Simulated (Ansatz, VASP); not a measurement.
One calculation of Pb, two programs

File POSCAR:

```
Pb
1.0
    3.6727256361      0.0000000000      0.0000000000
   -1.8363628181      3.1806737019      0.0000000000
    0.0000000000      0.0000000000     11.9051329759
Pb
4
Direct
    0.0000000000      0.0000000000      1.0000000000
    0.0000000000      0.0000000000      0.5000000000
    0.3333333333      0.6666666667      0.2500000000
    0.6666666667      0.3333333333      0.7500000000
```

INCAR.step1

```
SYSTEM = Pb
PREC = Accurate
ENCUT = 520
ISMEAR = -1
SIGMA = 0.1
LREAL = .False.
LASPH = .True.
NELM = 80
NBANDS = 36
GGA = PE
ALGO = Normal
EDIFF = 1E-4
LWAVE = .True.
LCHARG = .False.
```

Contents of INCAR.step2:

```
SYSTEM = Pb
PREC = Accurate
ENCUT = 520
EDIFF = 1E-6
ISMEAR = -1
SIGMA = 0.1
LREAL = .False.
LASPH = .True.
NELM = 80
ALGO = Normal
ISIF = 2
LWAVE = .False.
LCHARG = .False.
METAGGA = R2SCAN
LMIXTAU = .True.
NBANDS = 36
ISTART = 1
```

KPOINTS

```
Automatic mesh
0
Gamma
  12 12 3
  0 0 0
```

Input for Ansatz:

```yaml
crystal:
  lattice:
    - [3.6727256361, 0.0, 0.0]
    - [-1.8363628181, 3.1806737019, 0.0]
    - [0.0, 0.0, 11.9051329759]
  atoms:
    - { symbol: Pb, position: [0.0, 0.0, 1.0] }
    - { symbol: Pb, position: [0.0, 0.0, 0.5] }
    - { symbol: Pb, position: [0.3333333333, 0.6666666667, 0.25] }
    - { symbol: Pb, position: [0.6666666667, 0.3333333333, 0.75] }
hamiltonian:
  xc: r2scan
  pseudopotentials:
    kind: paw
    azcp:
      Pb: "pseudopotentials/Pb.paw.azcp"
basis:
  ecutwfc: 500
  fft_grid_basis: typed
kpoints:
  mp_grid: { grid: [12, 12, 3], shift: [0, 0, 0] }
magnetization:
  spin_polarized: false
scf:
  occupations: { method: fermi_dirac, width: 0.1 }
  lower_state_search: "off"
output:
  stress: true
  write_density: true
  write_potential: true
  elf: true
  volumetric_format: npy
```

Alike in both runs: task single point; functional r2SCAN; k mesh 12 × 12 × 3; occupations fermi-dirac, width 0.1 eV; no spin polarisation.

|  | VASP | Ansatz |
| --- | --- | --- |
| version | VASP 6.6.1 | Ansatz 0.2.0 |
| potentials or method | VASP PAW PBE potentials, release 64 (Pb_d), cutoff 520 eV | plane waves (500 eV) with PAW, scalar-relativistic |
| valence electrons in the cell | 56 | 56 |

|  | VASP | Ansatz | Ansatz less VASP |
| --- | --- | --- | --- |
| pressure (GPa) | -3.8 | -3.8 | +0.02 |
| traceless stress, the component that is largest in VASP (GPa) | 0.18 | 0.18 | +0.003 |

VASP's potentials were made for PBE, not for r2SCAN.

Neither program's run includes spin-orbit coupling.
